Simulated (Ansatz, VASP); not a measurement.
# MgO: VASP beside Ansatz

```
Mg O
1.0
     3.48408    0.00000    0.00000
    -1.74204    3.12049    0.00000
     0.00000    0.00000    4.18532
Mg O
2 2
Direct
  0.66457 0.32914 0.75000
  0.33543 0.67086 0.25000
  0.66402 0.32803 0.25000
  0.33598 0.67197 0.75000
```

Change from the starting cell: uniaxial_y strain +3.4%.

Alike in both runs: task single point; functional r2SCAN; k mesh 12 × 12 × 6; no spin polarisation.

```csv
,VASP,Ansatz
version,VASP 6.6.1,Ansatz 0.2.0
potentials or method,"VASP PAW PBE potentials, release 64 (Mg, O)","plane waves, PAW"
plane-wave cutoff (eV),520,500
occupations,"gaussian, width 0.01 eV",fixed
valence electrons in the cell,16,32
```

```csv
,VASP,Ansatz,Ansatz less VASP
gap on the k mesh at the Fermi level (eV),3.92,3.93,+0.013
pressure (GPa),-5.0,-4.2,+0.82
"traceless stress, the component that is largest in VASP (GPa)",-1.99,-2.05,-0.059
```

VASP's potentials were made for PBE, not for r2SCAN. VASP's potentials hold 16 valence electrons a cell and Ansatz's 32, so a difference there can come from the potentials and not from the codes.
